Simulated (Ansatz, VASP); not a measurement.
# Zn in VASP and in Ansatz

```xyz
2
Lattice="2.6868 0.0000 0.0000 -1.3434 2.3269 0.0000 0.0000 0.0000 4.9876" Properties=species:S:1:pos:R:3 pbc="T T T"
Zn    0.0000    1.5512    1.2469
Zn    1.3434    0.7756    3.7407
```

Change from the starting cell: volume scaled by 1.025.

Alike in both runs: task single point; functional PBE; k mesh 18 × 18 × 8; occupations fermi-dirac, width 0.03 eV; no spin polarisation.

```csv
,VASP,Ansatz
version,VASP 6.6.1,Ansatz 0.2.0
potentials or method,"VASP PAW PBE potentials, release 64 (Zn), cutoff 520 eV","all-electron LAPW, scalar-relativistic"
```

|  | VASP | Ansatz | Ansatz less VASP |
| --- | --- | --- | --- |
| pressure (GPa) | -1.7 | -2.0 | -0.30 |
| traceless stress, the component that is largest in VASP (GPa) | 1.01 | 1.12 | +0.109 |

Ansatz ran all-electron here, and VASP with PAW potentials.
